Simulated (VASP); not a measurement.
# Os (P6_3/mmc) in VASP: notebook

The runs below take Os through relaxation of shape and atoms at fixed volume, relaxation of cell and atoms, with PBE.

Everything below comes from runs of VASP 6.6.1. Logs are shortened: lines on timing, memory, paths and dates and some standing lists are left out, and cuts for length are marked.

**1. The cell of the first run**

The structure is hexagonal, space group P6_3/mmc (No. 194). Conventional cell: a = 2.665 Å, b = 2.665 Å, c = 4.225 Å, α = 90.00°, β = 90.00°, γ = 120.00°. Os (site symmetry -6m2) has 12 Os at 2.61 to 2.66 Å within 3.4 Å.

**2. Relaxation of shape and atoms at fixed volume, PBE (12.99 Å³/atom)**

The input, INCAR:

```
SYSTEM = Os
ALGO = Normal
EDIFF = 1E-6
EDIFFG = -0.01
ENCUT = 600
GGA = PE
IBRION = 2
ISIF = 4
ISMEAR = 0
LASPH = .TRUE.
LCHARG = .FALSE.
LREAL = .FALSE.
LWAVE = .FALSE.
NELM = 80
NSW = 50
PREC = Accurate
SIGMA = 0.1
```

The input, KPOINTS:

```
k-points
0
G
  18 18 10
  0 0 0
```

The input, POSCAR:

```
Os
1.0
    2.6649574648      0.0000000000      0.0000000000
   -1.3324787324      2.3079208645      0.0000000000
    0.0000000000      0.0000000000      4.2245712061
Os
2
Direct
    0.3333333333      0.6666666667      0.2500000000
    0.6666666667      0.3333333333      0.7500000000
```

Potentials or basis: VASP PAW PBE potentials, release 64 (Os).

Command:

```bash
> cat potpaw_PBE.64/Os/POTCAR > POTCAR
> mpirun -np 1 vasp_std > vasp.out
```

OUTCAR:

```text
SYSTEM = Os
   EDIFF = 1E-6
   EDIFFG = -0.01
   ENCUT = 600
   GGA = PE
   IBRION = 2
   ISIF = 4
   ISMEAR = 0
   LASPH = .TRUE.
   LREAL = .FALSE.
   NELM = 80
   NSW = 50
   PREC = Accurate

 ion  position               nearest neighbor table
   1  0.333  0.667  0.250-   2 2.61   2 2.61   2 2.61   2 2.61   2 2.61   2 2.61
   2  0.667  0.333  0.750-   1 2.61   1 2.61   1 2.61   1 2.61   1 2.61   1 2.61

  LATTYP: Found a hexagonal cell.
 ALAT       =     2.6649574648
 C/A-ratio  =     1.5852302567

  Lattice vectors:

 A1 = (   2.6649574648,   0.0000000000,   0.0000000000)
 A2 = (  -1.3324787324,   2.3079208645,   0.0000000000)
 A3 = (   0.0000000000,   0.0000000000,   4.2245712061)

Analysis of symmetry for initial positions (statically):
=====================================================================
 Subroutine PRICEL returns:
 Original cell was already a primitive cell.

 Routine SETGRP: Setting up the symmetry group for a
 hexagonal supercell.

 Subroutine GETGRP returns: Found 24 space group operations
 (whereof 12 operations were pure point group operations)
 out of a pool of 24 trial point group operations.

The static configuration has the point symmetry D_3d.
 The point group associated with its full space group is D_6h.

Analysis of symmetry for dynamics (positions and initial velocities):
=====================================================================
 Subroutine PRICEL returns:
 Original cell was already a primitive cell.

 Routine SETGRP: Setting up the symmetry group for a
 hexagonal supercell.

 Subroutine GETGRP returns: Found 24 space group operations
 (whereof 12 operations were pure point group operations)
 out of a pool of 24 trial point group operations.

The dynamic configuration has the point symmetry D_3d.
 The point group associated with its full space group is D_6h.

 Subroutine INISYM returns: Found 24 space group operations
 (whereof 12 operations are pure point group operations),
 and found     1 'primitive' translations

----------------------------------------------------------------------------------------

                                     Primitive cell

  volume of cell :      25.9833

  direct lattice vectors                    reciprocal lattice vectors
     2.664957465  0.000000000  0.000000000     0.375240511  0.216645210  0.000000000
    -1.332478732  2.307920864  0.000000000     0.000000000  0.433290420  0.000000000
     0.000000000  0.000000000  4.224571206     0.000000000  0.000000000  0.236710414

  length of vectors
     2.664957465  2.664957465  4.224571206     0.433290420  0.433290420  0.236710414

  position of ions in fractional coordinates (direct lattice)
     0.333333333  0.666666667  0.250000000
     0.666666667  0.333333333  0.750000000

  ion indices of the primitive-cell ions
   primitive index   ion index
                 1           1
                 2           2

----------------------------------------------------------------------------------------

 KPOINTS: k-points

Automatic generation of k-mesh.
 Grid dimensions read from file:
 generate k-points for:   18   18   10

 Generating k-lattice:

  Cartesian coordinates                     Fractional coordinates (reciprocal lattice)
     0.020846695  0.012035845  0.000000000     0.055555556  0.000000000  0.000000000
     0.000000000  0.024071690  0.000000000     0.000000000  0.055555556  0.000000000
     0.000000000  0.000000000  0.023671041     0.000000000  0.000000000  0.100000000

  Length of vectors
     0.024071690  0.024071690  0.023671041

  Shift w.r.t. Gamma in fractional coordinates (k-lattice)
     0.000000000  0.000000000  0.000000000

 Subroutine IBZKPT returns following result:
 ===========================================

 Found    222 irreducible k-points:

 Following reciprocal coordinates:
            Coordinates               Weight
  0.000000  0.000000  0.000000      1.000000
  0.055556  0.000000  0.000000      6.000000
  0.111111  0.000000  0.000000      6.000000
  0.166667  0.000000  0.000000      6.000000
  0.222222  0.000000  0.000000      6.000000
  0.277778  0.000000  0.000000      6.000000
[... 16 lines left out ...]
  0.333333  0.111111  0.000000     12.000000
  0.388889  0.111111  0.000000     12.000000
 [... further k-points ...]
   k-points           NKPTS =    222   k-points in BZ     NKDIM =    222   number of bands    NBANDS=     12
   number of dos      NEDOS =    301   number of ions     NIONS =      2
   total plane-waves  NPLWV =  20736
   dimension x,y,z NGX =    24 NGY =   24 NGZ =   36
   dimension x,y,z NGXF=    48 NGYF=   48 NGZF=   72
   ions per type =               2
   NGX,Y,Z   is equivalent  to a cutoff of  14.97, 14.97, 14.17 a.u.
   NGXF,Y,Z  is equivalent  to a cutoff of  29.94, 29.94, 28.33 a.u.
 SYSTEM =  Os
   PREC   = accura    normal or accurate (medium, high low for compatibility)
   ISTART =      0    job   : 0-new  1-cont  2-samecut
   ICHARG =      2    charge: 1-file 2-atom 10-const
   ISPIN  =      1    spin polarized calculation?
   LNONCOLLINEAR =      F non collinear calculations
   LSORBIT =      F    spin-orbit coupling
   LASPH  =      T    aspherical Exc in radial PAW
   ENCUT  =  600.0 eV  44.10 Ry    6.64 a.u.   5.32  5.32  8.44*2*pi/ulx,y,z
   NELM   =     80;   NELMIN=  2; NELMDL= -5     # of ELM steps
   EDIFF  = 0.1E-05   stopping-criterion for ELM
   LREAL  =      F    real-space projection
   EDIFFG = -.1E-01   stopping-criterion for IOM
   NSW    =     50    number of steps for IOM
   IBRION =      2    ionic relax: 0-MD 1-quasi-New 2-CG
   NFREE  =      1    steps in history (QN), initial steepest desc. (CG)
   ISIF   =      4    stress and relaxation
   ISYM   =      2    0-nonsym 1-usesym 2-fastsym
   POTIM  = 0.5000    time-step for ionic-motion
   TEBEG  =    0.0;   TEEND  =   0.0 temperature during run
   PSTRESS=    0.0 pullay stress
   NELECT =      16.0000    total number of electrons
   NUPDOWN=      -1.0000    fix difference up-down
   EMIN   =  10.00;   EMAX   =-10.00  energy-range for DOS
   EFERMI =   0.00;   METHOD = LEGACY
   ISMEAR =     0;   SIGMA  =   0.10  broadening in eV -4-tet -1-fermi 0-gaus
   EFERMI_NEDOS =   21; number of points for ismear=-14 and -15
   IALGO  =     38    algorithm
   IMIX   =      4    mixing-type and parameters
     AMIX     =   0.40;   BMIX     =  1.00
     AMIX_MAG =   1.60;   BMIX_MAG =  1.00
  volume/ion in A,a.u.               =      12.99        87.67
  Fermi-wavevector in a.u.,A,eV,Ry     =   1.392783  2.631979 26.393198  1.939845
  Thomas-Fermi vector in A             =   2.516493
   LORBIT       =      0    0 simple, 1 ext, 2 COOP (PROOUT), +10 PAW based schemes
   GGA     = PE    functional components
   LHFCALC =     F    Hartree Fock is set to
   AEXX    =    0.0000 exact exchange contribution
   IVDW    =     0    specifies the selected vdW correction
   LEPSILON=     F    determine dielectric tensor
   LRPA    =     F    only Hartree local field effects (RPA)
 conjugate gradient relaxation of ions
 non-spin polarized calculation
 Gauss-broadening in eV      SIGMA  =   0.10
  energy-cutoff  :      600.00
  volume of cell :       25.98
 maximum number of plane-waves:       884
 NGX is ok and might be reduce to    24
   NGX = 11   NGY = 11   NGZ = 17

--------------------------------------- Ionic step        1  -------------------------------------------

 number of electron      16.0000000 magnetization

 Free energy of the ion-electron system (eV)
  ---------------------------------------------------
  ext. energy  EPLUGINS =         0.00000000
  ---------------------------------------------------
  free energy    TOTEN  =       -22.14857255 eV

  energy without entropy =      -22.14182615  energy(sigma->0) =      -22.14519935

------------------------ aborting loop because EDIFF is reached ----------------------------------------

  FORCE on cell =-STRESS in cart. coord.  units (eV):
  Direction    XX          YY          ZZ          XY          YZ          ZX
  --------------------------------------------------------------------------------------
  -------------------------------------------------------------------------------------
  Total        7.7550502      7.7550502      7.9039621     -0.0000000     -0.0000000     -0.0000000
  in kB      478.1909630    478.1909630    487.3731535     -0.0000000     -0.0000000     -0.0000000
  external PRESSURE =     481.2516932 kB  Pullay stress =       0.0000000 kB
[... 57 lines left out ...]
  energy  without entropy=      -22.1418207854  energy(sigma->0) =      -22.14510869

--------------------------------------- Ionic step        3  -------------------------------------------

 number of electron      16.0000000 magnetization

 Free energy of the ion-electron system (eV)
  ---------------------------------------------------
  ext. energy  EPLUGINS =         0.00000000
  ---------------------------------------------------
  free energy    TOTEN  =       -22.14863208 eV

  energy without entropy =      -22.14194501  energy(sigma->0) =      -22.14528855

 E-fermi :  10.6353     XC(G=0): -14.4891

 val. band max:       10.6335055962   @ k =   0.0000   0.0000   0.0000
 cond. band min:      10.6560680066   @ k =   0.3333   0.1667   0.3000
 fundamental gap:      0.0225624105
 Fermi energy:        10.6353145608

 k-point     1 :       0.0000    0.0000    0.0000
  band No.  band energies     occupation
      1      -0.9947      2.00000
      2       2.0971      2.00000
      3       7.2210      2.00000
      4       7.2210      2.00000
      5       7.4547      2.00000
      6       8.1592      2.00000
      7       8.1592      2.00000
      8       8.9473      2.00000
      9       8.9473      2.00000
     10      10.6335      1.02041
     11      12.5253      0.00000
     12      12.5253      0.00000
[... 331 lines left out ...]
 k-point    24 :       0.3889    0.1111    0.0000
  band No.  band energies     occupation
      1       3.1003      2.00000
      2       3.3585      2.00000
      3       3.5588      2.00000
      4       6.6347      2.00000
      5       6.8735      2.00000
      6       7.7281      2.00000
      7       8.4896      2.00000
      8      12.4237      0.00000
      9      12.9387      0.00000
     10      13.4417      0.00000
     11      15.0674      0.00000
     12      18.3386      0.00000

 [... further k-points ...]
[... 5 lines left out ...]
  --------------------------------------------------------------------------------------
  -------------------------------------------------------------------------------------
  Total        7.8003234      7.8003234      7.7997644      0.0000000     -0.0000000      0.0000000
  in kB      480.9825962    480.9825962    480.9481259      0.0000000     -0.0000000      0.0000000
  external PRESSURE =     480.9711061 kB  Pullay stress =       0.0000000 kB
[... 17 lines left out ...]
  FREE ENERGIE OF THE ION-ELECTRON SYSTEM (eV)
  ---------------------------------------------------
  free  energy   TOTEN  =       -22.1486320809 eV

  energy  without entropy=      -22.1419450095  energy(sigma->0) =      -22.14528855

 reached required accuracy - stopping structural energy minimisation
```

Run time: 2.8 min. Hardware: 1 thread of Intel Xeon 8259CL, shared host; peak memory 0.22 GiB.

Results:

```yaml
Free_energy: -22.1486 eV
Energy_gained_by_relaxing: 0.0 meV/atom
Ionic_steps: 3
Pressure_after_relaxing: 48.1 GPa
Band_gap_on_the_k_mesh: zero (bands 8 and 9 overlap by 4.46 eV)
```

Final structure:
```yaml
crystal:
  lattice:
    - [2.66389, 0.00000, 0.00000]
    - [-1.33195, 2.30700, 0.00000]
    - [0.00000, 0.00000, 4.22795]
  atoms:
    - { symbol: Os, position: [0.33333, 0.66667, 0.25000] }
    - { symbol: Os, position: [0.66667, 0.33333, 0.75000] }
```

Caveat: spin-orbit coupling is left out, which moves the levels of the heavy elements.

(Continued in part 2 of 3.)
